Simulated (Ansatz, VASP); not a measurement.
## PbS: VASP beside Ansatz

Contents of INCAR:

```
PREC = Accurate ; ENCUT = 600
EDIFF = 1E-6 ; ISMEAR = -1
SIGMA = 0.05 ; LREAL = False
LASPH = True ; NELM = 100
ALGO = Normal ; ISIF = 3
LWAVE = False ; LCHARG = False
GGA = RP ; IVDW = 12
IBRION = 2 ; NSW = 60
EDIFFG = -0.01
```

Contents of KPOINTS:

```
regular mesh
0
Gamma
  8 8 8
```

The input POSCAR:

```
PbS
1.0
    2.1126617058      1.2197458045      3.4519162518
   -2.1126617058      1.2197458045      3.4519162518
    0.0000000000     -2.4394916091      3.4519162518
Pb S
1 1
Direct
    0.9805657800      0.9805657800      0.9805657800
    0.4750355500      0.4750355500      0.4750355500
```

Contents of input.yaml:

```yaml
crystal:
  lattice:
    - [2.1126617058, 1.2197458045, 3.4519162518]
    - [-2.1126617058, 1.2197458045, 3.4519162518]
    - [0.0, -2.4394916091, 3.4519162518]
  atoms:
    - { symbol: Pb, position: [0.98056578, 0.98056578, 0.98056578] }
    - { symbol: S, position: [0.47503555, 0.47503555, 0.47503555] }
hamiltonian:
  xc: rpbe
  pseudopotentials: { kind: paw }
  dispersion: d3bj
kpoints:
  mp_grid: { grid: [8, 8, 8] }
scf:
  occupations: { method: fermi_dirac, width: 0.05 }
output:
  forces: true
  stress: true
  eigenvalues: true
relax:
  f_tol: 0.01
  max_steps: 40
  cell: { stress_tol: 0.05 }
```

Alike in both runs: task relaxation of cell and atoms; functional RPBE; dispersion D3(BJ); k mesh 8 × 8 × 8; occupations fermi-dirac, width 0.05 eV; no spin polarisation.

|  | VASP | Ansatz |
| --- | --- | --- |
| version | VASP 6.6.1 | Ansatz 0.2.0 |
| potentials or method | VASP PAW PBE potentials, release 64 (Pb_d, S) | Ansatz PAW |
| plane-wave cutoff (eV) | 600 | 420 |
| valence electrons in the cell | 20 | 20 |

Ansatz gave:

| Property | Result |
| --- | --- |
| gap on the k mesh at the Fermi level, each at its own relaxed structure (eV) | 0.44 |
| relaxed volume (Å³/atom) | 21.74 |
| relaxed cell length with the largest relative difference (Å) | 3.947 |

Problem. What did VASP give for the same quantities?

Solution. gap on the k mesh at the Fermi level, each at its own relaxed structure (eV): 0.44; relaxed volume (Å³/atom): 21.72; relaxed cell length with the largest relative difference (Å): 3.946.

VASP's potentials were made for PBE, not for RPBE.

Spin-orbit coupling is off throughout. Noted on VASP's run: the volume moved by over 15 % at a fixed basis, so the end points are rough. Noted on Ansatz's run: the volume moved by over 15 % at a fixed basis, so the end points are rough; the plane-wave basis is chosen anew once the cell has moved, so the energies of steps on either side of that aren't comparable.
